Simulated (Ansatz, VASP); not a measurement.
## One calculation of Na3LiB5, two programs

File INCAR:

```
  PREC = Accurate
  ENCUT = 600
  EDIFF = 1E-6
  ISMEAR = 0
  SIGMA = 0.1
  LREAL = F
  LASPH = T
  NELM = 100
  ALGO = Normal
  ISIF = 3
  LWAVE = F
  LCHARG = F
  GGA = PE
  IBRION = 2
  NSW = 90
  EDIFFG = -0.04
```

File KPOINTS:

```
Automatic mesh
0
Gamma
  3 3 6
```

File POSCAR:

```
Na3LiB5
1.0
    5.8179181200      0.0000000000      0.0000000000
   -2.9089590600      5.0384648900      0.0000000000
    0.0000000000      0.0000000000      3.5798978300
Na Li B
3 1 5
Direct
    0.5941962000      0.0000000000      0.0000000000
    0.0000000000      0.5941962000      0.0000000000
    0.4058038000      0.4058038000      0.0000000000
    0.0000000000      0.0000000000      0.0000000000
    0.2352370800      0.0000000000      0.5000000000
    0.0000000000      0.2352370800      0.5000000000
    0.7647629200      0.7647629200      0.5000000000
    0.3333333300      0.6666666700      0.5000000000
    0.6666666700      0.3333333300      0.5000000000
```

Input for Ansatz:

```yaml
crystal:
  lattice:
    - [5.81791812, 0.0, 0.0]
    - [-2.90895906, 5.03846489, 0.0]
    - [0.0, 0.0, 3.57989783]
  atoms:
    - { symbol: Na, position: [0.5941962, 0.0, 0.0] }
    - { symbol: Na, position: [0.0, 0.5941962, 0.0] }
    - { symbol: Na, position: [0.4058038, 0.4058038, 0.0] }
    - { symbol: Li, position: [0.0, 0.0, 0.0] }
    - { symbol: B, position: [0.23523708, 0.0, 0.5] }
    - { symbol: B, position: [0.0, 0.23523708, 0.5] }
    - { symbol: B, position: [0.76476292, 0.76476292, 0.5] }
    - { symbol: B, position: [0.33333333, 0.66666667, 0.5] }
    - { symbol: B, position: [0.66666667, 0.33333333, 0.5] }
basis:
  ecutwfc: 420
kpoints:
  mp_grid: { grid: [3, 3, 6] }
hamiltonian:
  xc: pbe
scf:
  occupations: { method: gaussian, width: 0.1 }
  lower_state_search: "off"
output:
  forces: true
  stress: true
  eigenvalues: true
relax:
  adjacent_minimum: "off"
  f_tol: 0.04
  max_steps: 70
  cell: { stress_tol: 0.4 }
```

Change from the starting cell: species swapped into the Tm3Ga5Ni type (P-62m, No. 189).

Alike in both runs: task relaxation of cell and atoms; functional PBE; k mesh 3 × 3 × 6; occupations gaussian, width 0.1 eV; no spin polarisation.

|  | VASP | Ansatz |
| --- | --- | --- |
| version | VASP 6.6.1 | Ansatz 0.2.0 |
| potentials or method | VASP PAW PBE potentials, release 64 (Na_pv, Li_sv, B), cutoff 600 eV | scalar-relativistic, plane waves, PAW |
| valence electrons in the cell | 39 | 45 |

|  | VASP | Ansatz | Ansatz less VASP |
| --- | --- | --- | --- |
| gap on the k mesh at the Fermi level, each at its own relaxed structure (eV) | none | none | - |
| relaxed volume (Å³/atom) | 12.97 | 13.05 | +0.078 |
| relaxed cell length with the largest relative difference (Å) | 5.563 | 5.584 | +0.0211 |

A gap of «none» marks a metal or a gap that the smearing closes. VASP's potentials hold 39 valence electrons a cell and Ansatz's 45, so a difference there can come from the potentials and not from the codes.

The k mesh is coarse, so the values compare programs but aren't converged. Noted on VASP's run: the cutoff is short for stress, so the pressure is rough.
